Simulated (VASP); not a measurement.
Input of a VASP 6.6.1 run:

File INCAR:

```
SYSTEM = Ir
ALGO = Normal
EDIFF = 1E-7
ENCUT = 520
GGA = PS
ISIF = 2
ISMEAR = -1
LASPH = .True.
LCHARG = .False.
LREAL = .False.
LWAVE = .False.
NBANDS = 16
NELM = 80
PREC = Accurate
SIGMA = 0.05
```

Contents of KPOINTS:

```
k-points
0
Gamma
  13 13 13
  0 0 0
```

Contents of POSCAR:

```
Ir
1.0
    0.0000000000      2.5014726914      2.5014726914
    2.5014726914      0.0000000000      2.5014726914
    2.5014726914      2.5014726914      0.0000000000
Ir
2
Direct
   -0.1250000000     -0.1250000000     -0.1250000000
    0.1250000000      0.1250000000      0.1250000000
```

Potentials or basis: VASP PAW PBE potentials, release 64 (Ir).

The run is started by

```console
$ cat potpaw_PBE.64/Ir/POTCAR > POTCAR
$ mpirun -np 1 vasp_std > vasp.out
```

Task: Predict the pressure.

Result: 111.7 GPa.

Task: Predict the band gap on the k mesh.

Result: Zero (band 9 reaches 11.10 eV, above the bottom of band 10 at 8.52 eV).

Caveat: the PAW data sets were made with another functional, which shifts forces and pressure a little; spin-orbit coupling is left out, which moves the levels of the heavy elements.
